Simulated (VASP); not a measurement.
TiSi2: single point with PBEsol

Crystal: TiSi2.

```xyz
6
Lattice="0.0000 4.0909 4.2482 2.3809 0.0000 4.2482 2.3809 4.0909 0.0000" Properties=species:S:1:pos:R:3 pbc="T T T"
Ti    3.5714    6.1364    6.3723
Ti    2.3809    4.0909    4.2482
Si    1.1905    0.7055    2.1241
Si    1.1905    3.3854    2.1241
Si    2.3809    1.3400    4.2482
Si    2.3809    6.8418    4.2482
```

- Program: VASP 6.6.1
- Task: single point
- Functional: PBEsol
- Potentials or basis: VASP PAW PBE potentials, release 64 (Ti_sv, Si)
- Cutoff: 520 eV
- k mesh: 10 × 10 × 10
- Occupations: gaussian, width 0.1 eV
- Spin: no spin polarisation

The pressure is 0.1 GPa and the largest force is 0.004 eV/Å. The band gap on the k mesh is zero (bands 20 and 21 overlap by 1.88 eV).

Forces in eV/Å, atoms in the order of the input:
```
Ti   0.000  0.000  0.000
Ti   0.000  0.000  0.000
Si   0.000 -0.004  0.000
Si   0.000  0.004  0.000
Si   0.000  0.004  0.000
Si   0.000 -0.004  0.000
```

Levels at points of the mesh, in eV from the Fermi level:
```csv
k point,band 16,band 17,band 18,band 19,band 20,band 21,band 22,band 23,band 24,band 25
"(0.00, 0.00, 0.00)",-2.54,-2.30,-2.02,-1.76,-1.38,-0.94,2.09,3.19,3.44,3.46
"(0.50, 0.00, 0.00)",-2.47,-1.96,-1.08,-0.03,0.15,1.04,1.40,1.74,2.29,2.71
"(0.50, 0.50, 0.00)",-2.98,-1.56,-1.56,-1.00,-1.00,0.77,0.77,3.30,3.30,3.53
"(0.50, 0.00, 0.50)",-2.39,-2.37,-2.37,-0.87,-0.87,1.31,1.31,3.37,3.37,3.47
"(0.00, 0.50, 0.50)",-1.25,-1.17,-1.17,-0.64,-0.64,0.87,0.87,2.34,2.34,3.19
```

Wall time 11 min on 1 thread of Intel Xeon 8259CL, with other jobs on the host, peak memory 0.47 GiB.

Caveat: the PAW data sets were made with another functional, which shifts forces and pressure a little.
